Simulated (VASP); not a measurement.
# ZnS (P3m1) in VASP: a series of runs

The runs below take ZnS through single point, with PBE.

All numbers are computed with VASP 6.6.1; they aren't measurements. Logs are shortened: lines on timing, memory, paths and dates and some standing lists are left out, and cuts for length are marked.

## Step 1: The cell of the first run

The structure is trigonal, space group P3m1 (No. 156). Conventional cell: a = 3.847 Å, b = 3.847 Å, c = 14.090 Å, α = 90.00°, β = 90.00°, γ = 120.00°. Within 3.1 Å of Zn (site symmetry 3m) lie 4 S at 2.36 Å. Within 3.1 Å of Zn (site symmetry 3m) lie 4 S at 2.36 Å. Within 3.1 Å of Zn (site symmetry 3m) lie 3 S at 2.36 Å. Zn (site symmetry 3m) has 4 S at 2.36 Å within 3.1 Å. S (site symmetry 3m) has 4 Zn at 2.36 Å within 3.1 Å. S (site symmetry 3m) has 4 Zn at 2.36 Å within 3.1 Å. S (site symmetry 3m) has 3 Zn at 2.36 Å within 3.1 Å. S (site symmetry 3m) has 4 Zn at 2.36 Å within 3.1 Å.

## Step 2: Single point, PBE (the distance across one plane changed)

Input file INCAR:

```
ALGO = Normal
EDIFF = 1E-7
ENCUT = 520
GGA = PE
ISIF = 2
ISMEAR = 0
LASPH = T
LCHARG = F
LREAL = F
LWAVE = F
NBANDS = 46
NELM = 80
PREC = Accurate
SIGMA = 0.05
```

Input file KPOINTS:

```
k-points
0
Gamma
  8 8 2
```

Input file POSCAR:

```
ZnS
1.0
   -3.8467234434      0.0000000000      0.0000000000
   -1.9233617217     -3.3313602233      0.0000000000
    0.0000000000      0.0000000000     14.0902250239
Zn S
4 4
Direct
    0.0000000000      0.0000000000      0.5863880474
    0.0000000000      0.0000000000      0.1396164379
    0.3333333333      0.3333333333      0.8097507691
    0.6666666667      0.6666666667      0.3629791596
    0.0000000000      0.0000000000      0.7536944997
    0.0000000000      1.0000000000      0.3069228903
    0.3333333333      0.3333333333      0.0838460225
    0.6666666667      0.6666666667      0.5306176319
```

Potentials or basis: VASP PAW PBE potentials, release 64 (Zn, S).

Command:

```bash
cat potpaw_PBE.64/Zn/POTCAR potpaw_PBE.64/S/POTCAR > POTCAR
mpirun -np 1 vasp_std > vasp.out
```

OUTCAR:

```text
EDIFF = 1E-7
   ENCUT = 520
   GGA = PE
   ISIF = 2
   ISMEAR = 0
   LASPH = T
   LREAL = F
   NELM = 80
   PREC = Accurate

 ion  position               nearest neighbor table
   1  0.000  0.000  0.586-   8 2.36   8 2.36   8 2.36   5 2.36
   2  0.000  0.000  0.140-   7 2.36   7 2.36   7 2.36   6 2.36
   3  0.333  0.333  0.810-   5 2.36   5 2.36   5 2.36
   4  0.667  0.667  0.363-   6 2.36   6 2.36   6 2.36   8 2.36
   5  0.000  0.000  0.754-   3 2.36   3 2.36   3 2.36   1 2.36
   6  0.000  0.000  0.307-   4 2.36   4 2.36   4 2.36   2 2.36
   7  0.333  0.333  0.084-   2 2.36   2 2.36   2 2.36
   8  0.667  0.667  0.531-   1 2.36   1 2.36   1 2.36   4 2.36

  LATTYP: Found a hexagonal cell.
 ALAT       =     3.8467234434
 C/A-ratio  =     3.6629160456

  Lattice vectors:

 A1 = (   1.9233617217,   3.3313602233,   0.0000000000)
 A2 = (  -3.8467234434,   0.0000000000,   0.0000000000)
 A3 = (   0.0000000000,   0.0000000000,  14.0902250239)

Analysis of symmetry for initial positions (statically):
=====================================================================
 Subroutine PRICEL returns:
 Original cell was already a primitive cell.

 Routine SETGRP: Setting up the symmetry group for a
 hexagonal supercell.

 Subroutine GETGRP returns: Found  6 space group operations
 (whereof  6 operations were pure point group operations)
 out of a pool of 24 trial point group operations.

The static configuration has the point symmetry C_3v.

Analysis of symmetry for dynamics (positions and initial velocities):
=====================================================================
 Subroutine PRICEL returns:
 Original cell was already a primitive cell.

 Routine SETGRP: Setting up the symmetry group for a
 hexagonal supercell.

 Subroutine GETGRP returns: Found  6 space group operations
 (whereof  6 operations were pure point group operations)
 out of a pool of 24 trial point group operations.

The dynamic configuration has the point symmetry C_3v.

 Subroutine INISYM returns: Found  6 space group operations
 (whereof  6 operations are pure point group operations),
 and found     1 'primitive' translations

----------------------------------------------------------------------------------------

[... 100 lines left out ...]
   LREAL  =      F    real-space projection
   EDIFFG = 0.1E-05   stopping-criterion for IOM
   NSW    =      0    number of steps for IOM
   IBRION =     -1    ionic relax: 0-MD 1-quasi-New 2-CG
   NFREE  =      0    steps in history (QN), initial steepest desc. (CG)
   ISIF   =      2    stress and relaxation
   ISYM   =      2    0-nonsym 1-usesym 2-fastsym
   POTIM  = 0.5000    time-step for ionic-motion
   TEBEG  =    0.0;   TEEND  =   0.0 temperature during run
   PSTRESS=    0.0 pullay stress
   NELECT =      72.0000    total number of electrons
   NUPDOWN=      -1.0000    fix difference up-down
   EMIN   =  10.00;   EMAX   =-10.00  energy-range for DOS
   EFERMI =   0.00;   METHOD = LEGACY
   ISMEAR =     0;   SIGMA  =   0.05  broadening in eV -4-tet -1-fermi 0-gaus
   EFERMI_NEDOS =   21; number of points for ismear=-14 and -15
   IALGO  =     38    algorithm
   IMIX   =      4    mixing-type and parameters
     AMIX     =   0.40;   BMIX     =  1.00
     AMIX_MAG =   1.60;   BMIX_MAG =  1.00
  volume/ion in A,a.u.               =      22.57       152.31
  Fermi-wavevector in a.u.,A,eV,Ry     =   1.204968  2.277059 19.754949  1.451948
  Thomas-Fermi vector in A             =   2.340678
   LORBIT       =      0    0 simple, 1 ext, 2 COOP (PROOUT), +10 PAW based schemes
   GGA     = PE    functional components
   LHFCALC =     F    Hartree Fock is set to
   AEXX    =    0.0000 exact exchange contribution
   IVDW    =     0    specifies the selected vdW correction
   LEPSILON=     F    determine dielectric tensor
   LRPA    =     F    only Hartree local field effects (RPA)
 non-spin polarized calculation
 Gauss-broadening in eV      SIGMA  =   0.05
  energy-cutoff  :      520.00
  volume of cell :      180.56
 maximum number of plane-waves:      4900
 NGX is ok and might be reduce to    30
   NGX = 15   NGY = 15   NGZ = 53

 number of electron      72.0000041 magnetization

 Free energy of the ion-electron system (eV)
  ---------------------------------------------------
  ext. energy  EPLUGINS =         0.00000000
  ---------------------------------------------------
  free energy    TOTEN  =       -26.06383428 eV

  energy without entropy =      -26.06312652  energy(sigma->0) =      -26.06348040

 E-fermi :   2.3186     XC(G=0):  -8.9121

 val. band max:        2.2949752551   @ k =   0.0000   0.0000   0.0000
 cond. band min:       2.4170433291   @ k =   0.0000   0.0000   0.5000
 fundamental gap:      0.1220680739
 Fermi energy:         2.3186156635

 k-point     1 :       0.0000    0.0000    0.0000
  band No.  band energies     occupation
      1     -12.8097      2.00000
      2     -11.9123      2.00000
      3     -10.9688      2.00000
      4      -9.6781      2.00000
      5      -6.3877      2.00000
      6      -6.3877      2.00000
[... 969 lines left out ...]
     45       8.1546      0.00000
     46       8.3277      0.00000

------------------------ aborting loop because EDIFF is reached ----------------------------------------

  FORCE on cell =-STRESS in cart. coord.  units (eV):
  Direction    XX          YY          ZZ          XY          YZ          ZX
  --------------------------------------------------------------------------------------
  -------------------------------------------------------------------------------------
  Total       -0.9251113     -0.9251113     -1.3562477     -0.0000000      0.0000000     -0.0000000
  in kB       -8.2086943     -8.2086943    -12.0342524     -0.0000000      0.0000000     -0.0000000
  external PRESSURE =      -9.4838804 kB  Pullay stress =       0.0000000 kB

 VOLUME and BASIS-vectors are now :
 -----------------------------------------------------------------------------
  energy-cutoff  :      520.00
  volume of cell :      180.56
      direct lattice vectors                 reciprocal lattice vectors
    -3.846723443  0.000000000  0.000000000    -0.259961501  0.150088843  0.000000000
    -1.923361722 -3.331360223  0.000000000     0.000000000 -0.300177685  0.000000000
     0.000000000  0.000000000 14.090225024     0.000000000  0.000000000  0.070971187

 POSITION                                       TOTAL-FORCE (eV/Angst)
 -----------------------------------------------------------------------------------
      0.00000      0.00000      8.26234         0.000000     -0.000000     -0.598108
      0.00000      0.00000      1.96723         0.000000     -0.000000     -0.669625
     -1.92336     -1.11045     11.40957        -0.000000      0.000000     -0.002426
     -3.84672     -2.22091      5.11446         0.000000      0.000000     -0.606452
      0.00000      0.00000     10.61973        -0.000000     -0.000000      1.025149
      0.00000      0.00000      4.32461        -0.000000      0.000000      0.616447
     -1.92336     -1.11045      1.18141         0.000000      0.000000     -0.361739
     -3.84672     -2.22091      7.47652         0.000000      0.000000      0.596753
 -----------------------------------------------------------------------------------
    total drift:                               -0.000000     -0.000000     -0.000204

  FREE ENERGIE OF THE ION-ELECTRON SYSTEM (eV)
  ---------------------------------------------------
  free  energy   TOTEN  =       -26.0638342832 eV

  energy  without entropy=      -26.0631265194  energy(sigma->0) =      -26.06348040
```

It took 2.9 min on 1 thread of AMD EPYC 9R45 (Zen 5), shared host; peak memory 0.32 GiB.

What came out:

| Quantity | Value |
| --- | --- |
| Free energy | -26.0638 eV |
| Pressure | -0.9 GPa |
| Largest force | 1.025 eV/Å |
| Band gap on the k mesh | zero (filled and empty bands touch) |

Forces on the atoms (eV/Å):
```
Zn   0.000  0.000 -0.598
Zn   0.000  0.000 -0.670
Zn   0.000  0.000 -0.002
Zn   0.000  0.000 -0.606
S    0.000  0.000  1.025
S    0.000  0.000  0.616
S    0.000  0.000 -0.362
S    0.000  0.000  0.597
```

Caveat: the cell differs from its parent crystal (the distance across one plane changed); semilocal functionals underestimate gaps, so a narrow gap can read as zero; forces of over 1 eV/Å act on the atoms, so gaps and moduli don't describe the material at rest.

## Step 3: Single point, PBE (the distance across one plane changed)

Input file INCAR:

```
SYSTEM = ZnS
PREC = Accurate ; ENCUT = 520
EDIFF = 1E-6 ; ISMEAR = 0
SIGMA = 0.05 ; LREAL = .FALSE.
LASPH = .TRUE. ; NELM = 80
ALGO = Normal ; ISIF = 2
LWAVE = .FALSE. ; LCHARG = .TRUE.
GGA = PE ; LELF = .TRUE.
LVHAR = .TRUE. ; NBANDS = 46
```

Input file KPOINTS:

```
regular mesh
0
G
  8 8 2
  0 0 0
```

Input file POSCAR:

```
ZnS
1.0
   -3.8467234434      0.0000000000      0.0000000000
   -1.9233617217     -3.3313602233      0.0000000000
    0.0000000000      0.0000000000     14.5902250239
Zn S
4 4
Direct
    0.0000000000      0.0000000000      0.5662928108
    0.0000000000      0.0000000000      0.1348318497
    0.3333333333      0.3333333333      0.7820009994
    0.6666666667      0.6666666667      0.3505400382
    0.0000000000      0.0000000000      0.7278657514
    0.0000000000      1.0000000000      0.2964047903
    0.3333333333      0.3333333333      0.0809726596
    0.6666666667      0.6666666667      0.5124336207
```

Potentials or basis: VASP PAW PBE potentials, release 64 (Zn, S).

Command:

```bash
cat potpaw_PBE.64/Zn/POTCAR potpaw_PBE.64/S/POTCAR > POTCAR
mpirun -np 1 vasp_std > vasp.out
```

OUTCAR:

```text
SYSTEM = ZnS
   PREC = Accurate
   ENCUT = 520
   EDIFF = 1E-6
   ISMEAR = 0
   LREAL = .FALSE.
   LASPH = .TRUE.
   NELM = 80
   ISIF = 2
   GGA = PE

 ion  position               nearest neighbor table
   1  0.000  0.000  0.566-   8 2.36   8 2.36   8 2.36   5 2.36
   2  0.000  0.000  0.135-   7 2.36   7 2.36   7 2.36   6 2.36
   3  0.333  0.333  0.782-   5 2.36   5 2.36   5 2.36
   4  0.667  0.667  0.351-   6 2.36   6 2.36   6 2.36   8 2.36
   5  0.000  0.000  0.728-   3 2.36   3 2.36   3 2.36   1 2.36
   6  0.000  0.000  0.296-   4 2.36   4 2.36   4 2.36   2 2.36
   7  0.333  0.333  0.081-   2 2.36   2 2.36   2 2.36
   8  0.667  0.667  0.512-   1 2.36   1 2.36   1 2.36   4 2.36

  LATTYP: Found a hexagonal cell.
 ALAT       =     3.8467234434
 C/A-ratio  =     3.7928967961

  Lattice vectors:

 A1 = (   1.9233617217,   3.3313602233,   0.0000000000)
 A2 = (  -3.8467234434,   0.0000000000,   0.0000000000)
 A3 = (   0.0000000000,   0.0000000000,  14.5902250239)

Analysis of symmetry for initial positions (statically):
=====================================================================
 Subroutine PRICEL returns:
 Original cell was already a primitive cell.

 Routine SETGRP: Setting up the symmetry group for a
 hexagonal supercell.

 Subroutine GETGRP returns: Found  6 space group operations
 (whereof  6 operations were pure point group operations)
 out of a pool of 24 trial point group operations.

The static configuration has the point symmetry C_3v.

Analysis of symmetry for dynamics (positions and initial velocities):
=====================================================================
 Subroutine PRICEL returns:
 Original cell was already a primitive cell.

 Routine SETGRP: Setting up the symmetry group for a
 hexagonal supercell.

[... 133 lines left out ...]
  Fermi-wavevector in a.u.,A,eV,Ry     =   1.191043  2.250745 19.301003  1.418584
  Thomas-Fermi vector in A             =   2.327114
   LORBIT       =      0    0 simple, 1 ext, 2 COOP (PROOUT), +10 PAW based schemes
   GGA     = PE    functional components
   LHFCALC =     F    Hartree Fock is set to
   AEXX    =    0.0000 exact exchange contribution
   IVDW    =     0    specifies the selected vdW correction
   LEPSILON=     F    determine dielectric tensor
   LRPA    =     F    only Hartree local field effects (RPA)
 non-spin polarized calculation
 Gauss-broadening in eV      SIGMA  =   0.05
  energy-cutoff  :      520.00
  volume of cell :      186.97
 maximum number of plane-waves:      5059
 NGX is ok and might be reduce to    30
   NGX = 15   NGY = 15   NGZ = 55

 number of electron      72.0000039 magnetization

 Free energy of the ion-electron system (eV)
  ---------------------------------------------------
  ext. energy  EPLUGINS =         0.00000000
  ---------------------------------------------------
  free energy    TOTEN  =       -25.79951105 eV

  energy without entropy =      -25.79685181  energy(sigma->0) =      -25.79818143

 E-fermi :   2.0336     XC(G=0):  -8.6926

 val. band max:        2.0270019504   @ k =   0.1250  -0.0000   0.0000
 cond. band min:       2.1703680051   @ k =   0.0000   0.0000   0.5000
 fundamental gap:      0.1433660547
 Fermi energy:         2.0335797709

 k-point     1 :       0.0000    0.0000    0.0000
  band No.  band energies     occupation
      1     -13.1612      2.00000
      2     -12.1618      2.00000
      3     -11.1271      2.00000
      4      -9.7863      2.00000
      5      -6.7732      2.00000
      6      -6.7732      2.00000
[... 969 lines left out ...]
     45       8.0086      0.00000
     46       8.0327      0.00000

------------------------ aborting loop because EDIFF is reached ----------------------------------------

  FORCE on cell =-STRESS in cart. coord.  units (eV):
  Direction    XX          YY          ZZ          XY          YZ          ZX
  --------------------------------------------------------------------------------------
  -------------------------------------------------------------------------------------
  Total       -1.0482395     -1.0482395     -0.1696091      0.0000000      0.0000000      0.0000000
  in kB       -8.9824860     -8.9824860     -1.4534001      0.0000000      0.0000000      0.0000000
  external PRESSURE =      -6.4727907 kB  Pullay stress =       0.0000000 kB

 VOLUME and BASIS-vectors are now :
 -----------------------------------------------------------------------------
  energy-cutoff  :      520.00
  volume of cell :      186.97
      direct lattice vectors                 reciprocal lattice vectors
    -3.846723443  0.000000000  0.000000000    -0.259961501  0.150088843  0.000000000
    -1.923361722 -3.331360223  0.000000000     0.000000000 -0.300177685  0.000000000
     0.000000000  0.000000000 14.590225024     0.000000000  0.000000000  0.068539039

 POSITION                                       TOTAL-FORCE (eV/Angst)
 -----------------------------------------------------------------------------------
      0.00000      0.00000      8.26234        -0.000000     -0.000000     -0.669583
      0.00000      0.00000      1.96723        -0.000000      0.000000     -0.668579
     -1.92336     -1.11045     11.40957         0.000000     -0.000000     -0.324121
     -3.84672     -2.22091      5.11446         0.000000     -0.000000     -0.662922
      0.00000      0.00000     10.61973        -0.000000     -0.000000      1.120410
      0.00000      0.00000      4.32461        -0.000000     -0.000000      0.687426
     -1.92336     -1.11045      1.18141        -0.000000     -0.000000     -0.128692
     -3.84672     -2.22091      7.47652        -0.000000     -0.000000      0.646061
 -----------------------------------------------------------------------------------
    total drift:                                0.000000      0.000000     -0.000455

  FREE ENERGIE OF THE ION-ELECTRON SYSTEM (eV)
  ---------------------------------------------------
  free  energy   TOTEN  =       -25.7995110477 eV

  energy  without entropy=      -25.7968518134  energy(sigma->0) =      -25.79818143
```

OSZICAR:

```text
N       E                     dE             d eps       ncg     rms          rms(c)
DAV:   1     0.582304299537E+03    0.58230E+03   -0.32729E+04  1840   0.179E+03
DAV:   2     0.515024801663E+02   -0.53080E+03   -0.51034E+03  1888   0.419E+02
DAV:   3    -0.248072119885E+02   -0.76310E+02   -0.75094E+02  2028   0.150E+02
[... 11 lines left out ...]
DAV:  15    -0.257995166969E+02    0.12019E-03   -0.35498E-04  2436   0.204E-01    0.113E-01
DAV:  16    -0.257995270151E+02   -0.10318E-04   -0.29738E-04  2564   0.174E-01    0.369E-02
DAV:  17    -0.257995070772E+02    0.19938E-04   -0.10293E-04  2368   0.915E-02    0.115E-02
DAV:  18    -0.257995091162E+02   -0.20389E-05   -0.32977E-05  2298   0.340E-02    0.152E-02
DAV:  19    -0.257995101402E+02   -0.10241E-05   -0.12832E-05  2200   0.203E-02    0.890E-03
DAV:  20    -0.257995110477E+02   -0.90751E-06   -0.52915E-06  1842   0.186E-02
   1 F= -.25799511E+02 E0= -.25798181E+02  d E =-.265923E-02
```

stdout:

```text
POSCAR found type information on POSCAR ZnS
 POSCAR found :  2 types and       8 ions
 scaLAPACK will be used
 LDA part: xc-table for (Slater+PW92), standard interpolation
 POSCAR, INCAR and KPOINTS ok, starting setup
 FFT: planning ... GRIDC
 FFT: planning ... GRID_SOFT
 FFT: planning ... GRID
 WAVECAR not read
 entering main loop
```

It took 2.9 min on 1 thread of AMD EPYC 9R45 (Zen 5), shared host; peak memory 0.33 GiB.

Results:

| Property | Result |
| --- | --- |
| Free energy | -25.7995 eV |
| Pressure | -0.6 GPa |
| Largest force | 1.120 eV/Å |
| Band gap on the k mesh | zero (bands 36 and 37 overlap by 0.14 eV) |

Forces in eV/Å, atoms in the order of the input:
```
Zn   0.000  0.000 -0.670
Zn   0.000  0.000 -0.669
Zn   0.000  0.000 -0.324
Zn   0.000  0.000 -0.663
S    0.000  0.000  1.120
S    0.000  0.000  0.687
S    0.000  0.000 -0.129
S    0.000  0.000  0.646
```

Stress tensor (GPa, compression positive):
```
-0.90  0.00  0.00
 0.00 -0.90  0.00
 0.00  0.00 -0.15
```

Levels at points of the mesh, in eV from the Fermi level:
```tsv
k point	band 33	band 34	band 35	band 36	band 37	band 38	band 39	band 40
(0.00, 0.00, 0.00)	-1.04	-0.80	-0.44	0.14	0.14	1.37	2.18	2.46
(0.50, 0.00, 0.00)	-2.32	-2.14	-0.94	-0.75	0.28	1.68	2.20	3.24
(0.00, 0.00, 0.50)	-1.04	-1.04	-0.04	0.14	0.14	1.43	1.97	2.45
(0.50, 0.00, 0.50)	-2.32	-2.14	-0.94	-0.82	0.37	1.71	2.21	3.10
```

Caveat: the cell differs from its parent crystal (the distance across one plane changed); semilocal functionals underestimate gaps, so a narrow gap can read as zero; forces of over 1 eV/Å act on the atoms, so gaps and moduli don't describe the material at rest.

(Continued in part 2 of 2.)
